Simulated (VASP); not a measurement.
# TaF3 (P6/mmm) in VASP: further runs

Runs on TaF3. Level: PBE. Tasks: relaxation of cell and atoms, single point.

Everything below comes from runs of VASP 6.6.1. Logs are shortened: lines on timing, memory, paths and dates and some standing lists are left out, and cuts for length are marked.

## Step 1: The cell of the first run

Symmetry: P6/mmm, No. 191, hexagonal system. Conventional cell: a = 4.458 Å, b = 4.458 Å, c = 4.392 Å, α = 90.00°, β = 90.00°, γ = 120.00°. Within 2.9 Å of Ta (site symmetry 6/mmm) lie 6 F at 2.23 Å. Within 2.9 Å of F (site symmetry mmm) lie 2 Ta at 2.23 Å and 4 F at 2.23 Å.

The cell was built from a structure type or drawn by symmetry, and may not be a known phase.

## Step 2: Relaxation of cell and atoms, PBE, collinear spin

Contents of INCAR:

```
SYSTEM = TaF3
  PREC = Accurate
  ENCUT = 600
  EDIFF = 1E-6
  ISMEAR = 0
  SIGMA = 0.1
  LREAL = .False.
  LASPH = .True.
  NELM = 150
  ALGO = Normal
  ISIF = 3
  LWAVE = .False.
  LCHARG = .False.
  ISPIN = 2
  MAGMOM = 1 0 0 0
  LORBIT = 11
  LMAXMIX = 4
  GGA = PE
  IBRION = 2
  NSW = 90
  EDIFFG = -0.04
```

Contents of KPOINTS:

```
Automatic mesh
0
Gamma
  6 6 4
  0 0 0
```

Contents of POSCAR:

```
TaF3
1.0
    4.4580325000      0.0000000000      0.0000000000
   -2.2290162500      3.8607694000      0.0000000000
    0.0000000000      0.0000000000      4.3922594200
Ta F
1 3
Direct
    0.0000000000      0.0000000000      0.0000000000
    0.5000000000      0.0000000000      0.0000000000
    0.0000000000      0.5000000000      0.0000000000
    0.5000000000      0.5000000000      0.0000000000
```

Potentials or basis: VASP PAW PBE potentials, release 64 (Ta_pv, F).

Run with:

```bash
cat potpaw_PBE.64/Ta_pv/POTCAR potpaw_PBE.64/F/POTCAR > POTCAR
mpirun -np 1 vasp_std > vasp.out
```

OUTCAR:

```text
SYSTEM = TaF3
   PREC = Accurate
   ENCUT = 600
   EDIFF = 1E-6
   ISMEAR = 0
   LREAL = .False.
   LASPH = .True.
   NELM = 150
   ISIF = 3
   ISPIN = 2
   LORBIT = 11
   GGA = PE
   IBRION = 2
   NSW = 90
   EDIFFG = -0.04

 ion  position               nearest neighbor table
   1  0.000  0.000  0.000-   2 2.23   2 2.23   4 2.23   3 2.23   3 2.23   4 2.23
   2  0.500  0.000  0.000-   1 2.23   1 2.23
   3  0.000  0.500  0.000-   1 2.23   1 2.23
   4  0.500  0.500  0.000-   1 2.23   1 2.23

  LATTYP: Found a hexagonal cell.
 ALAT       =     4.4580325000
 C/A-ratio  =     0.9852461641

  Lattice vectors:

 A1 = (   4.4580325000,   0.0000000000,   0.0000000000)
 A2 = (  -2.2290162500,   3.8607694000,   0.0000000000)
 A3 = (   0.0000000000,   0.0000000000,   4.3922594200)

Analysis of symmetry for initial positions (statically):
=====================================================================
 Subroutine PRICEL returns:
 Original cell was already a primitive cell.

 Routine SETGRP: Setting up the symmetry group for a
 hexagonal supercell.

 Subroutine GETGRP returns: Found 24 space group operations
 (whereof 24 operations were pure point group operations)
 out of a pool of 24 trial point group operations.

The static configuration has the point symmetry D_6h.

Analysis of symmetry for dynamics (positions and initial velocities):
=====================================================================
 Subroutine PRICEL returns:
 Original cell was already a primitive cell.

 Routine SETGRP: Setting up the symmetry group for a
 hexagonal supercell.

 Subroutine GETGRP returns: Found 24 space group operations
 (whereof 24 operations were pure point group operations)
 out of a pool of 24 trial point group operations.

The dynamic configuration has the point symmetry D_6h.

Analysis of structural, dynamic, and magnetic symmetry:
=====================================================================
 Subroutine PRICEL returns:
 Original cell was already a primitive cell.

 Routine SETGRP: Setting up the symmetry group for a
 hexagonal supercell.

 Subroutine GETGRP returns: Found 24 space group operations
 (whereof 24 operations were pure point group operations)
 out of a pool of 24 trial point group operations.

The overall configuration has the point symmetry D_6h.

 Subroutine INISYM returns: Found 24 space group operations
 (whereof 24 operations are pure point group operations),
 and found     1 'primitive' translations
[... 102 lines left out ...]
   ISYM   =      2    0-nonsym 1-usesym 2-fastsym
   POTIM  = 0.5000    time-step for ionic-motion
   TEBEG  =    0.0;   TEEND  =   0.0 temperature during run
   PSTRESS=    0.0 pullay stress
   NELECT =      32.0000    total number of electrons
   NUPDOWN=      -1.0000    fix difference up-down
   EMIN   =  10.00;   EMAX   =-10.00  energy-range for DOS
   EFERMI =   0.00;   METHOD = LEGACY
   ISMEAR =     0;   SIGMA  =   0.10  broadening in eV -4-tet -1-fermi 0-gaus
   EFERMI_NEDOS =   21; number of points for ismear=-14 and -15
   IALGO  =     38    algorithm
   IMIX   =      4    mixing-type and parameters
     AMIX     =   0.40;   BMIX     =  1.00
     AMIX_MAG =   1.60;   BMIX_MAG =  1.00
  volume/ion in A,a.u.               =      18.90       127.54
  Fermi-wavevector in a.u.,A,eV,Ry     =   1.229202  2.322854 20.557542  1.510937
  Thomas-Fermi vector in A             =   2.364098
   LORBIT       =     11    0 simple, 1 ext, 2 COOP (PROOUT), +10 PAW based schemes
   GGA     = PE    functional components
   LHFCALC =     F    Hartree Fock is set to
   AEXX    =    0.0000 exact exchange contribution
   IVDW    =     0    specifies the selected vdW correction
   LEPSILON=     F    determine dielectric tensor
   LRPA    =     F    only Hartree local field effects (RPA)
 conjugate gradient relaxation of ions
 spin polarized calculation
 Gauss-broadening in eV      SIGMA  =   0.10
  energy-cutoff  :      600.00
  volume of cell :       75.60
 maximum number of plane-waves:      2543
 NGX is ok and might be reduce to    36
   NGX = 17   NGY = 17   NGZ = 17

--------------------------------------- Ionic step        1  -------------------------------------------

 number of electron      31.9999996 magnetization       0.4988708

 Free energy of the ion-electron system (eV)
  ---------------------------------------------------
  ext. energy  EPLUGINS =         0.00000000
  ---------------------------------------------------
  free energy    TOTEN  =       -23.73220879 eV

  energy without entropy =      -23.72230096  energy(sigma->0) =      -23.72725488

------------------------ aborting loop because EDIFF is reached ----------------------------------------

  FORCE on cell =-STRESS in cart. coord.  units (eV):
  Direction    XX          YY          ZZ          XY          YZ          ZX
  --------------------------------------------------------------------------------------
  -------------------------------------------------------------------------------------
  Total       -5.7383244     -5.7383244     -2.8399906     -0.0000000      0.0000000      0.0000000
  in kB     -121.6159691   -121.6159694    -60.1897319     -0.0000000      0.0000000      0.0000000
  external PRESSURE =    -101.1405568 kB  Pullay stress =       0.0000000 kB
[... 2138 lines left out ...]
     20       9.1479      0.00000
     21      10.9814      0.00000

[... ionic steps 4 to 10 ...]

--------------------------------------- Ionic step       11  -------------------------------------------

 number of electron      31.9999981 magnetization      -0.0000029

 number of electron      31.9999981 magnetization       0.0000019
[... 77 lines left out ...]
 number of electron      31.9999977 magnetization       0.0000014

 number of electron      31.9999977 magnetization      -0.0000014

 Free energy of the ion-electron system (eV)
  ---------------------------------------------------
  ext. energy  EPLUGINS =         0.00000000
  ---------------------------------------------------
  free energy    TOTEN  =       -25.07584811 eV

  energy without entropy =      -25.06904134  energy(sigma->0) =      -25.07244472

 E-fermi :   3.0172     XC(G=0): -10.6546

 val. band max:        2.8801186804   @ k =   0.5000  -0.0000   0.5000
 cond. band min:       3.0206922838   @ k =   0.3333   0.1667   0.5000
 fundamental gap:      0.1405736033
 Fermi energy:         3.0171658813
[... 1042 lines left out ...]
  FREE ENERGIE OF THE ION-ELECTRON SYSTEM (eV)
  ---------------------------------------------------
  free  energy   TOTEN  =       -25.0758481087 eV

  energy  without entropy=      -25.0690413369  energy(sigma->0) =      -25.07244472

 reached required accuracy - stopping structural energy minimisation

 total charge

# of ion       s       p       d       tot
------------------------------------------
    1        0.329   6.133   1.880   8.343
    2        1.740   4.374   0.000   6.114
    3        1.740   4.374   0.000   6.114
    4        1.740   4.374   0.000   6.114
--------------------------------------------------
tot          5.549  19.255   1.880  26.684

 magnetization (x)

# of ion       s       p       d       tot
------------------------------------------
    1        0.000   0.000   0.000   0.000
    2        0.000  -0.000   0.000  -0.000
    3        0.000  -0.000   0.000  -0.000
    4        0.000  -0.000   0.000  -0.000
--------------------------------------------------
tot          0.000   0.000   0.000   0.000
```

OSZICAR:

```text
N       E                     dE             d eps       ncg     rms          rms(c)
DAV:   1     0.302300848431E+03    0.30230E+03   -0.18513E+04  1764   0.157E+03
DAV:   2    -0.108812816249E+02   -0.31318E+03   -0.30063E+03  2472   0.404E+02
[... 145 lines left out ...]
DAV:   1    -0.250877465916E+02   -0.12429E-01   -0.34289E-01  1814   0.518E+00    0.793E-01
DAV:   2    -0.250776658951E+02    0.10081E-01   -0.32933E-02  1894   0.145E+00    0.258E-01
DAV:   3    -0.250762288362E+02    0.14371E-02   -0.16099E-03  1904   0.416E-01    0.119E-01
DAV:   4    -0.250758573399E+02    0.37150E-03   -0.82069E-04  2072   0.217E-01    0.593E-02
DAV:   5    -0.250758467016E+02    0.10638E-04   -0.55789E-05  2128   0.569E-02    0.236E-02
DAV:   6    -0.250758484183E+02   -0.17166E-05   -0.73700E-06  2186   0.250E-02    0.709E-03
DAV:   7    -0.250758481087E+02    0.30956E-06   -0.11131E-06   882   0.978E-03
  13 F= -.25075848E+02 E0= -.25072445E+02  d E =-.166233E-02  mag=     0.0000
```

CONTCAR:

```text
TaF3
   1.00000000000000
     4.3218625245721665   -0.0000000000000000   -0.0000000000000000
    -2.1609312622860832    3.7428427416290355    0.0000000000000000
     0.0000000000000000   -0.0000000000000000    3.0459140705234486
  Ta              F
     1     3
Direct
     0.0000000000000000    0.0000000000000000    0.0000000000000000
     0.5000000000000000    0.0000000000000000    1.0000000000000000
     0.0000000000000000    0.5000000000000000    0.0000000000000000
     0.5000000000000000    0.5000000000000000    0.0000000000000000

  0.00000000E+00  0.00000000E+00  0.00000000E+00
  0.00000000E+00  0.00000000E+00  0.00000000E+00
  0.00000000E+00  0.00000000E+00  0.00000000E+00
  0.00000000E+00  0.00000000E+00  0.00000000E+00
```

Run time: 5.3 min. Hardware: 1 thread of Intel Xeon 6975P-C (Granite Rapids), shared host; peak memory 0.29 GiB.

Results:

| Quantity | Value |
| --- | --- |
| Free energy | -25.0758 eV |
| Relaxed volume | 12.32 Å³/atom |
| Relaxed cell | a = 4.322 Å, b = 4.322 Å, c = 3.046 Å, α = 90.00°, β = 90.00°, γ = 120.00° |
| Space group after relaxing (to 0.1 Å) | P6/mmm (No. 191) |
| Energy gained by relaxing | 335.9 meV/atom |
| Ionic steps | 13 |
| Pressure after relaxing | 0.0 GPa |
| Band gap on the k mesh | zero (filled and empty bands overlap) |
| Net moment | 0.00 μB per cell |
| Valence electrons inside the program's atomic spheres | Ta 8.34; F 6.11 |

The path:
```tsv
step	energy change (eV)	largest force (eV/Å)	pressure (GPa)	volume (Å³)
1	0.0000	0.0000	-10.11	75.60
2	-0.0186	0.0000	11.21	63.25
3	-0.2588	0.0000	-1.44	68.85
4	-0.3775	0.0000	-1.57	66.26
5	-0.8257	0.0000	-1.70	58.51
6	-0.8737	0.0000	16.73	43.13
7	-1.1369	0.0000	-0.32	53.61
8	-1.3238	0.0000	4.38	48.36
9	-0.9882	0.0000	-10.70	50.86
10	-1.3420	0.0000	0.75	48.84
11	-1.3420	0.0000	0.88	48.82
12	-1.3431	0.0000	-0.49	49.54
13	-1.3436	0.0000	0.00	49.27
```

Final structure:
```cif
data_structure
_symmetry_space_group_name_H-M 'P 1'
_symmetry_Int_Tables_number 1
_cell_length_a 4.3219
_cell_length_b 4.3219
_cell_length_c 3.0459
_cell_angle_alpha 90.000
_cell_angle_beta 90.000
_cell_angle_gamma 120.000
_cell_volume 49.27
loop_
_atom_site_label
_atom_site_type_symbol
_atom_site_fract_x
_atom_site_fract_y
_atom_site_fract_z
_atom_site_occupancy
Ta1 Ta 0.00000 0.00000 0.00000 1
F1 F 0.50000 0.00000 0.00000 1
F2 F 0.00000 0.50000 0.00000 1
F3 F 0.50000 0.50000 0.00000 1
```

Caveat: the volume moved by over 15 % at a fixed basis, so the end points are rough; spin-orbit coupling is left out, which moves the levels of the heavy elements.

## Step 3: Single point, PBE

This run uses another cell than the first one, of 11.64 Å³/atom.

Contents of INCAR:

```
PREC     = Accurate       # precision mode
ENCUT    = 520            # plane-wave cutoff, eV
EDIFF    = 1E-6           # SCF threshold, eV
ISMEAR   = 0              # smearing method
SIGMA    = 0.1            # smearing width, eV
LREAL    = False          # projectors in reciprocal space
LASPH    = True           # aspherical terms in the spheres
NELM     = 100            # most SCF steps
ALGO     = Normal         # electronic algorithm
ISIF     = 2              # what is computed and relaxed
LWAVE    = False          # write WAVECAR
LCHARG   = False          # write CHGCAR
GGA      = PE             # functional
NBANDS   = 24             # bands
```

Contents of KPOINTS:

```
Automatic mesh
0
Gamma
  6 6 6
```

Contents of POSCAR:

```
TaF3
1.0
    4.3343349049      0.0000000000      0.0000000000
   -2.1671674524      3.7536441361      0.0000000000
    0.0000000000      0.0000000000      2.8619495976
Ta F
1 3
Direct
    0.0000000000      0.0000000000      0.0000000000
    0.5000000000      0.0000000000      0.0000000000
    0.0000000000      0.5000000000      0.0000000000
    0.5000000000      0.5000000000      0.0000000000
```

Potentials or basis: VASP PAW PBE potentials, release 64 (Ta_pv, F).

Run with:

```bash
cat potpaw_PBE.64/Ta_pv/POTCAR potpaw_PBE.64/F/POTCAR > POTCAR
mpirun -np 1 vasp_std > vasp.out
```

Wall time 21 s (1 thread of Intel Xeon 8259CL, shared host); peak memory 0.18 GiB.

It converged, with:

| Property | Result |
| --- | --- |
| Free energy | -25.0588 eV |
| Pressure | -0.1 GPa |
| Band gap on the k mesh | zero (bands 16 and 17 overlap by 2.07 eV) |

Stress tensor (GPa, compression positive):
```
 0.04  0.00  0.00
 0.00  0.04  0.00
 0.00  0.00 -0.51
```

Levels at points of the mesh, in eV from the Fermi level:
| k point | band 12 | band 13 | band 14 | band 15 | band 16 | band 17 | band 18 | band 19 | band 20 | band 21 |
| --- | --- | --- | --- | --- | --- | --- | --- | --- | --- | --- |
| (0.00, 0.00, 0.00) | -3.96 | -3.45 | -3.45 | -1.60 | -1.60 | 1.50 | 1.50 | 2.18 | 2.18 | 3.49 |
| (0.50, 0.00, 0.00) | -4.17 | -3.92 | -3.89 | -3.61 | -1.89 | 2.40 | 2.56 | 3.13 | 4.89 | 6.29 |
| (0.00, 0.00, 0.50) | -4.53 | -3.87 | -1.55 | -1.55 | -1.49 | -1.49 | 2.01 | 2.01 | 4.04 | 5.24 |
| (0.50, 0.00, 0.50) | -5.26 | -5.07 | -3.95 | -1.83 | -0.53 | 0.49 | 2.85 | 4.39 | 5.19 | 5.94 |

Caveat: the k points lie up to 0.37 Å⁻¹ apart, too coarse for converged energies and pressures of a metal; spin-orbit coupling is left out, which moves the levels of the heavy elements.

(Continued in part 2 of 2.)
